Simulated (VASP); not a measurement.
# BaTiO3: single point with r2SCAN

The system is BaTiO3.

```
CELL_PARAMETERS angstrom
-7.89384 0.00000 0.00000
0.00000 -2.80390 2.81033
0.00000 2.80390 2.81033
ATOMIC_POSITIONS crystal
Ba 0.00000 0.99960 0.99960
Ba 0.50000 0.99960 0.99960
Ti 0.25000 0.51063 0.51063
Ti 0.75000 0.51063 0.51063
O 0.00000 0.48944 0.48944
O 0.50000 0.48944 0.48944
O 0.25000 0.98403 0.49030
O 0.75000 0.98403 0.49030
O 0.25000 0.49030 0.98403
O 0.75000 0.49030 0.98403
```

```
Program             : VASP 6.6.1
Task                : single point
Functional          : r2SCAN
Potentials or basis : VASP PAW PBE potentials, release 64 (Ba_sv, Ti_sv, O)
Cutoff              : 520 eV
k mesh              : 3 × 5 × 5
Occupations         : gaussian, width 0.0115 eV
Spin                : collinear spin, zero start
Starting moments    : [0.0, 0.0, 0.0, 0.0, 0.0, 0.0, 0.0, 0.0, 0.0, 0.0] μB
```

```
Pressure                                              : 8.4 GPa
Largest force                                         : 0.120 eV/Å
Band gap on the k mesh                                : 2.51 eV
Net moment                                            : 0.00 μB per cell
Valence electrons inside the program's atomic spheres : Ba 8.02; Ti 10.22; O 5.09
```

Forces in eV/Å, atoms in the order of the input:
```
Ba   0.000  0.000 -0.016
Ba   0.000  0.000 -0.016
Ti   0.000  0.000 -0.120
Ti   0.000  0.000 -0.120
O    0.000  0.000  0.011
O    0.000  0.000  0.011
O    0.000 -0.060  0.063
O    0.000 -0.060  0.063
O    0.000  0.060  0.063
O    0.000  0.060  0.063
```

Stress tensor (GPa, compression positive):
```
8.04 0.00 0.00
0.00 8.61 0.00
0.00 0.00 8.44
```

Levels at points of the mesh, in eV from the valence-band top:
Spin up:
| k point | band 38 | band 39 | band 40 | band 41 | band 42 | band 43 |
| --- | --- | --- | --- | --- | --- | --- |
| (0.00, 0.00, 0.00) | -0.25 | -0.23 | -0.19 | 2.51 | 2.61 | 2.68 |
Spin down:
| k point | band 36 | band 37 | band 38 | band 39 | band 40 | band 41 | band 42 | band 43 | band 44 | band 45 |
| --- | --- | --- | --- | --- | --- | --- | --- | --- | --- | --- |
| (0.00, 0.00, 0.00) | -0.92 | -0.83 | -0.25 | -0.23 | -0.19 | 2.51 | 2.61 | 2.68 | 2.82 | 4.19 |

Run time: 7.6 min on 1 thread of Intel(R) Xeon(R) Platinum 8559C (Emerald Rapids), on a shared host, peak memory 0.41 GiB.

Caveat: the cell stands under pressure; the PAW data sets were made with another functional, which shifts forces and pressure a little; spin-orbit coupling is left out, which moves the levels of the heavy elements; an odd mesh through Γ misses points on the zone boundary, where band edges can lie.
